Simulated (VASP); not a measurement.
Input of a VASP 6.6.1 run:

INCAR

```
SYSTEM = InTe4W
ALGO = Normal
EDIFF = 1E-6
ENCUT = 520
GGA = PE
ISIF = 2
ISMEAR = 0
LASPH = .TRUE.
LCHARG = .FALSE.
LREAL = .FALSE.
LWAVE = .FALSE.
NBANDS = 34
NELM = 80
PREC = Accurate
SIGMA = 0.1
```

The input KPOINTS:

```
k-points
0
G
  4 4 4
  0 0 0
```

POSCAR

```
InTe4W
1.0
    6.3258751400      0.0000000000      0.0000000000
    0.0000000000      6.3258751400      0.0000000000
    0.0000000000      0.0000000000      4.8680180900
In Te W
1 4 1
Direct
    0.0000000000      0.0000000000      0.5000000000
    0.2899167300      0.0000000000      0.0000000000
    0.7100832700      0.0000000000      0.0000000000
    0.0000000000      0.2899167300      0.0000000000
    0.0000000000      0.7100832700      0.0000000000
    0.5000000000      0.5000000000      0.0000000000
```

Potentials or basis: VASP PAW PBE potentials, release 64 (In_d, Te, W_sv).

Launch:

```bash
$ cat potpaw_PBE.64/In_d/POTCAR potpaw_PBE.64/Te/POTCAR potpaw_PBE.64/W_sv/POTCAR > POTCAR
$ mpirun -np 1 vasp_std > vasp.out
```

(1) Predict the pressure.

(2) Predict the largest force.

Answers

(1) 17.1 GPa.

(2) 3.402 eV/Å.

Caveat: forces of over 1 eV/Å act on the atoms, so gaps and moduli don't describe the material at rest.
